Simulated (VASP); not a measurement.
# Si2Mo (db) (I4/mmm) in VASP: single point with PBE

Aim: the single point of Si2Mo (db) with PBE.

Program: VASP 6.6.1. These are calculated values, not measurements. Logs are shortened: lines on timing, memory, paths and dates and some standing lists are left out, and cuts for length are marked.

## 1. The cell of the first run

Symmetry: I4/mmm, No. 139, tetragonal system. Conventional cell: a = 3.200 Å, b = 3.200 Å, c = 7.861 Å, α = 90.00°, β = 90.00°, γ = 90.00°. Si (site symmetry 4mm) has 9 Si at 2.60 to 3.20 Å and 5 Mo at 2.61 to 2.63 Å within 3.4 Å. Within 3.4 Å of Mo (site symmetry 4/mmm) lie 10 Si at 2.61 to 2.63 Å and 4 Mo at 3.20 Å.

## 2. Single point, PBE

File INCAR:

```
SYSTEM = Si2Mo
PREC     = Accurate       ! precision mode
ENCUT    = 520            ! plane-wave cutoff, eV
EDIFF    = 1E-6           ! SCF threshold, eV
ISMEAR   = 0              ! smearing method
SIGMA    = 0.1            ! smearing width, eV
LREAL    = .FALSE.        ! projectors in reciprocal space
LASPH    = .TRUE.         ! aspherical terms in the spheres
NELM     = 100            ! most SCF steps
ALGO     = Normal         ! electronic algorithm
ISIF     = 2              ! what is computed and relaxed
LWAVE    = .FALSE.        ! write WAVECAR
LCHARG   = .FALSE.        ! write CHGCAR
GGA      = PE             ! functional
NBANDS   = 18             ! bands
```

File KPOINTS:

```
regular mesh
0
G
  18 18 18
  0 0 0
```

File POSCAR:

```
Si2Mo
1.0
   -1.6000000000      1.6000000000      3.9305000000
    1.6000000000     -1.6000000000      3.9305000000
    1.6000000000      1.6000000000     -3.9305000000
Si Mo
2 1
Direct
    0.3349316043      0.3349316043      0.0000000000
    0.6650683957      0.6650683957      0.0000000000
    0.0000000000      0.0000000000      0.0000000000
```

Potentials or basis: VASP PAW PBE potentials, release 64 (Si, Mo_sv).

Run with:

```bash
$ cat potpaw_PBE.64/Si/POTCAR potpaw_PBE.64/Mo_sv/POTCAR > POTCAR
$ mpirun -np 1 vasp_std > vasp.out
```

OUTCAR:

```text
SYSTEM = Si2Mo
   PREC = Accurate
   ENCUT = 520
   EDIFF = 1E-6
   ISMEAR = 0
   LREAL = .FALSE.
   LASPH = .TRUE.
   NELM = 100
   ISIF = 2
   GGA = PE

 ion  position               nearest neighbor table
   1  0.335  0.335  0.000-   2 2.60   3 2.61   3 2.61   3 2.61   3 2.61   2 2.63   2 2.63   2 2.63
                             2 2.63   3 2.63
   2  0.665  0.665  0.000-   1 2.60   3 2.61   3 2.61   3 2.61   3 2.61   1 2.63   1 2.63   1 2.63
                             1 2.63   3 2.63
   3  0.000  0.000  0.000-   2 2.61   1 2.61   2 2.61   1 2.61   2 2.61   1 2.61   1 2.61   2 2.61
                             1 2.63   2 2.63

  LATTYP: Found a body centered tetragonal cell.
 ALAT       =     3.2000000000
 C/A-ratio  =     2.4565625000

  Lattice vectors:

 A1 = (  -1.6000000000,   1.6000000000,   3.9305000000)
 A2 = (   1.6000000000,  -1.6000000000,   3.9305000000)
 A3 = (   1.6000000000,   1.6000000000,  -3.9305000000)

Analysis of symmetry for initial positions (statically):
=====================================================================
 Subroutine PRICEL returns:
 Original cell was already a primitive cell.

 Routine SETGRP: Setting up the symmetry group for a
 body centered tetragonal supercell.

 Subroutine GETGRP returns: Found 16 space group operations
 (whereof 16 operations were pure point group operations)
 out of a pool of 16 trial point group operations.

The static configuration has the point symmetry D_4h.

Analysis of symmetry for dynamics (positions and initial velocities):
=====================================================================
 Subroutine PRICEL returns:
 Original cell was already a primitive cell.

 Routine SETGRP: Setting up the symmetry group for a
 body centered tetragonal supercell.

 Subroutine GETGRP returns: Found 16 space group operations
 (whereof 16 operations were pure point group operations)
 out of a pool of 16 trial point group operations.

The dynamic configuration has the point symmetry D_4h.

 Subroutine INISYM returns: Found 16 space group operations
 (whereof 16 operations are pure point group operations),
 and found     1 'primitive' translations

----------------------------------------------------------------------------------------

                                     Primitive cell

  volume of cell :      40.2483

  direct lattice vectors                    reciprocal lattice vectors
    -1.600000000  1.600000000  3.930500000     0.000000000  0.312500000  0.127210279
     1.600000000 -1.600000000  3.930500000     0.312500000  0.000000000  0.127210279
     1.600000000  1.600000000 -3.930500000     0.312500000  0.312500000  0.000000000

  length of vectors
     4.535287229  4.535287229  4.535287229     0.337399918  0.337399918  0.441941738

  position of ions in fractional coordinates (direct lattice)
     0.334931604  0.334931604  0.000000000
     0.665068396  0.665068396  0.000000000
     0.000000000  0.000000000  0.000000000

  ion indices of the primitive-cell ions
   primitive index   ion index
                 1           1
                 2           2
                 3           3

----------------------------------------------------------------------------------------

 KPOINTS: regular mesh

Automatic generation of k-mesh.
 Grid dimensions read from file:
 generate k-points for:   18   18   18

 Generating k-lattice:

  Cartesian coordinates                     Fractional coordinates (reciprocal lattice)
     0.000000000  0.017361111  0.007067238     0.055555556  0.000000000  0.000000000
     0.017361111  0.000000000  0.007067238     0.000000000  0.055555556  0.000000000
     0.017361111  0.017361111  0.000000000     0.000000000  0.000000000  0.055555556

  Length of vectors
     0.018744440  0.018744440  0.024552319

  Shift w.r.t. Gamma in fractional coordinates (k-lattice)
     0.000000000  0.000000000  0.000000000

 Subroutine IBZKPT returns following result:
 ===========================================

 Found    480 irreducible k-points:

 Following reciprocal coordinates:
            Coordinates               Weight
  0.000000  0.000000  0.000000      1.000000
  0.055556  0.000000 -0.000000      8.000000
  0.111111  0.000000 -0.000000      8.000000
  0.166667  0.000000 -0.000000      8.000000
  0.222222  0.000000 -0.000000      8.000000
  0.277778  0.000000 -0.000000      8.000000
[... 16 lines left out ...]
 -0.277778  0.055556  0.000000     16.000000
 -0.222222  0.055556  0.000000     16.000000
 [... further k-points ...]
   k-points           NKPTS =    480   k-points in BZ     NKDIM =    480   number of bands    NBANDS=     18
   number of dos      NEDOS =    301   number of ions     NIONS =      3
   total plane-waves  NPLWV =  46656
   dimension x,y,z NGX =    36 NGY =   36 NGZ =   36
   dimension x,y,z NGXF=    72 NGYF=   72 NGZF=   72
   ions per type =               2   1
   NGX,Y,Z   is equivalent  to a cutoff of  13.20, 13.20, 13.20 a.u.
   NGXF,Y,Z  is equivalent  to a cutoff of  26.39, 26.39, 26.39 a.u.
 SYSTEM =  Si2Mo
   PREC   = accura    normal or accurate (medium, high low for compatibility)
   ISTART =      0    job   : 0-new  1-cont  2-samecut
   ICHARG =      2    charge: 1-file 2-atom 10-const
   ISPIN  =      1    spin polarized calculation?
   LNONCOLLINEAR =      F non collinear calculations
   LSORBIT =      F    spin-orbit coupling
   LASPH  =      T    aspherical Exc in radial PAW
   ENCUT  =  520.0 eV  38.22 Ry    6.18 a.u.   8.43  8.43  8.43*2*pi/ulx,y,z
   NELM   =    100;   NELMIN=  2; NELMDL= -5     # of ELM steps
   EDIFF  = 0.1E-05   stopping-criterion for ELM
   LREAL  =      F    real-space projection
   EDIFFG = 0.1E-04   stopping-criterion for IOM
   NSW    =      0    number of steps for IOM
   IBRION =     -1    ionic relax: 0-MD 1-quasi-New 2-CG
   NFREE  =      0    steps in history (QN), initial steepest desc. (CG)
   ISIF   =      2    stress and relaxation
   ISYM   =      2    0-nonsym 1-usesym 2-fastsym
   POTIM  = 0.5000    time-step for ionic-motion
   TEBEG  =    0.0;   TEEND  =   0.0 temperature during run
   PSTRESS=    0.0 pullay stress
   NELECT =      22.0000    total number of electrons
   NUPDOWN=      -1.0000    fix difference up-down
   EMIN   =  10.00;   EMAX   =-10.00  energy-range for DOS
   EFERMI =   0.00;   METHOD = LEGACY
   ISMEAR =     0;   SIGMA  =   0.10  broadening in eV -4-tet -1-fermi 0-gaus
   EFERMI_NEDOS =   21; number of points for ismear=-14 and -15
   IALGO  =     38    algorithm
   IMIX   =      4    mixing-type and parameters
     AMIX     =   0.40;   BMIX     =  1.00
     AMIX_MAG =   1.60;   BMIX_MAG =  1.00
  volume/ion in A,a.u.               =      13.42        90.54
  Fermi-wavevector in a.u.,A,eV,Ry     =   1.338546  2.529484 24.377614  1.791704
  Thomas-Fermi vector in A             =   2.467007
   LORBIT       =      0    0 simple, 1 ext, 2 COOP (PROOUT), +10 PAW based schemes
   GGA     = PE    functional components
   LHFCALC =     F    Hartree Fock is set to
   AEXX    =    0.0000 exact exchange contribution
   IVDW    =     0    specifies the selected vdW correction
   LEPSILON=     F    determine dielectric tensor
   LRPA    =     F    only Hartree local field effects (RPA)
 non-spin polarized calculation
 Gauss-broadening in eV      SIGMA  =   0.10
  energy-cutoff  :      520.00
  volume of cell :       40.25
 maximum number of plane-waves:      1112
 NGX is ok and might be reduce to    36
   NGX = 17   NGY = 17   NGZ = 17

 number of electron      22.0000000 magnetization

 Free energy of the ion-electron system (eV)
  ---------------------------------------------------
  ext. energy  EPLUGINS =         0.00000000
  ---------------------------------------------------
  free energy    TOTEN  =       -23.25757850 eV

  energy without entropy =      -23.25641985  energy(sigma->0) =      -23.25699918

 E-fermi :  12.2623     XC(G=0): -12.4267

 val. band max:       12.2598693077   @ k =  -0.3333  -0.3333   0.2778
 cond. band min:      12.2688249620   @ k =  -0.0556   0.0556   0.0000
 fundamental gap:      0.0089556543
 Fermi energy:        12.2623033064

 k-point     1 :       0.0000    0.0000    0.0000
  band No.  band energies     occupation
      1     -48.4660      2.00000
      2     -22.6186      2.00000
      3     -22.5393      2.00000
      4     -22.5393      2.00000
      5      -1.1661      2.00000
      6       5.8690      2.00000
[... 10 lines left out ...]
     17      17.3545      0.00000
     18      17.3545      0.00000

 k-point     2 :       0.0556    0.0000   -0.0000
  band No.  band energies     occupation
      1     -48.4654      2.00000
      2     -22.6180      2.00000
      3     -22.5472      2.00000
      4     -22.5385      2.00000
      5      -1.1098      2.00000
      6       5.8728      2.00000
[... 10 lines left out ...]
     17      17.3922      0.00000
     18      17.7300      0.00000

 k-point     3 :       0.1111    0.0000   -0.0000
  band No.  band energies     occupation
      1     -48.4638      2.00000
      2     -22.6163      2.00000
      3     -22.5699      2.00000
      4     -22.5364      2.00000
      5      -0.9422      2.00000
      6       5.8734      2.00000
[... 10 lines left out ...]
     17      17.5871      0.00000
     18      18.5475      0.00000

 k-point     4 :       0.1667    0.0000   -0.0000
  band No.  band energies     occupation
      1     -48.4613      2.00000
      2     -22.6139      2.00000
      3     -22.6043      2.00000
      4     -22.5332      2.00000
      5      -0.6671      2.00000
      6       5.8307      2.00000
[... 375 lines left out ...]
      4     -22.5284      2.00000
      5       0.6952      2.00000
      6       4.8972      2.00000
[... 10 lines left out ...]
     17      19.3599      0.00000
     18      20.7365      0.00000

 k-point    23 :      -0.2778    0.0556    0.0000
  band No.  band energies     occupation
      1     -48.4546      2.00000
      2     -22.6902      2.00000
      3     -22.6051      2.00000
      4     -22.5325      2.00000
      5       0.1558      2.00000
      6       5.4950      2.00000
[... 10 lines left out ...]
     17      19.1370      0.00000
     18      20.5345      0.00000

 k-point    24 :      -0.2222    0.0556    0.0000
  band No.  band energies     occupation
      1     -48.4578      2.00000
      2     -22.6458      2.00000
      3     -22.6086      2.00000
      4     -22.5368      2.00000
      5      -0.2994      2.00000
      6       5.9215      2.00000
[... 10 lines left out ...]
     17      18.4969      0.00000
     18      20.6925      0.00000

 [... further k-points ...]

------------------------ aborting loop because EDIFF is reached ----------------------------------------

  FORCE on cell =-STRESS in cart. coord.  units (eV):
  Direction    XX          YY          ZZ          XY          YZ          ZX
  --------------------------------------------------------------------------------------
  -------------------------------------------------------------------------------------
  Total        0.7624876      0.7624876      0.4713934      0.0000000      0.0000000      0.0000000
  in kB       30.3525810     30.3525810     18.7649035      0.0000000      0.0000000      0.0000000
  external PRESSURE =      26.4900219 kB  Pullay stress =       0.0000000 kB

 VOLUME and BASIS-vectors are now :
 -----------------------------------------------------------------------------
  energy-cutoff  :      520.00
  volume of cell :       40.25
      direct lattice vectors                 reciprocal lattice vectors
    -1.600000000  1.600000000  3.930500000     0.000000000  0.312500000  0.127210279
     1.600000000 -1.600000000  3.930500000     0.312500000  0.000000000  0.127210279
     1.600000000  1.600000000 -3.930500000     0.312500000  0.312500000  0.000000000

 POSITION                                       TOTAL-FORCE (eV/Angst)
 -----------------------------------------------------------------------------------
      0.00000      0.00000      2.63290         0.000000      0.000000     -0.004840
      0.00000      0.00000      5.22810        -0.000000     -0.000000      0.004840
      0.00000      0.00000      0.00000         0.000000      0.000000     -0.000000
 -----------------------------------------------------------------------------------
    total drift:                               -0.000000      0.000000     -0.000000

  FREE ENERGIE OF THE ION-ELECTRON SYSTEM (eV)
  ---------------------------------------------------
  free  energy   TOTEN  =       -23.2575785032 eV

  energy  without entropy=      -23.2564198548  energy(sigma->0) =      -23.25699918
```

Wall time 5.5 min (1 thread of Intel Xeon Platinum 8488C (Sapphire Rapids), shared host); peak memory 0.45 GiB.

What came out:

```
Free energy            : -23.2576 eV
Pressure               : 2.6 GPa
Largest force          : 0.005 eV/Å
Band gap on the k mesh : zero (band 11 reaches 12.74 eV, above the bottom of band 12 at 11.79 eV)
```

Forces in eV/Å, atoms in the order of the input:
```
Si   0.000  0.000 -0.005
Si   0.000  0.000  0.005
Mo   0.000  0.000  0.000
```
